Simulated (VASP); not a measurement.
Runs of VASP 6.6.1 on SnSe2. The structure is that of space group P-3m1 (No. 164), or close to it. The cells are those of the table. 

```csv
cell,gap on the mesh (eV),pressure (GPa),largest force (eV/Å)
"a = 3.811, b = 3.811, c = 13.024 Å, angles 90.0, 90.0, 60.0°, 6 atoms",0.86,2.7,0.80
"a = 3.811, b = 3.811, c = 12.774 Å, angles 90.0, 90.0, 60.0°, 6 atoms",0.85,2.7,0.80
"a = 3.811, b = 3.811, c = 11.974 Å, angles 90.0, 90.0, 60.0°, 6 atoms",0.61,3.5,0.74
"a = 3.811, b = 3.811, c = 13.274 Å, angles 90.0, 90.0, 60.0°, 6 atoms",0.86,2.6,0.80
"a = 3.811, b = 3.811, c = 12.124 Å, angles 90.0, 90.0, 60.0°, 6 atoms",(b),(a),0.74
"a = 3.811, b = 3.811, c = 12.524 Å, angles 90.0, 90.0, 60.0°, 6 atoms",0.82,2.8,0.78
"a = 3.811, b = 3.811, c = 18.274 Å, angles 90.0, 90.0, 60.0°, 6 atoms",0.87,-,0.76
"a = 3.811, b = 3.811, c = 13.774 Å, angles 90.0, 90.0, 60.0°, 6 atoms",0.87,2.6,0.78
```

Alike in all rows: task single point; level PBE+D3(BJ); potentials or basis VASP PAW PBE potentials, release 64 (Sn_d, Se); no spin polarisation; k mesh 8 × 8 × 3; cutoff (eV) 520; smearing gaussian 0.05 eV.

**Question.** Estimate the missing entries.

**Answer.** (a) 3.2; (b) 0.68.

Caveats: spin-orbit coupling is left out, which moves the levels of the heavy elements; the cell stands under pressure (at least some runs); semilocal functionals underestimate gaps, and a narrow one can read as zero (at least some runs); there is no dipole correction, which matters where the two faces differ (at least some runs).

A k mesh can miss the band edges, and the runs leave out spin-orbit coupling on Se, Sn.
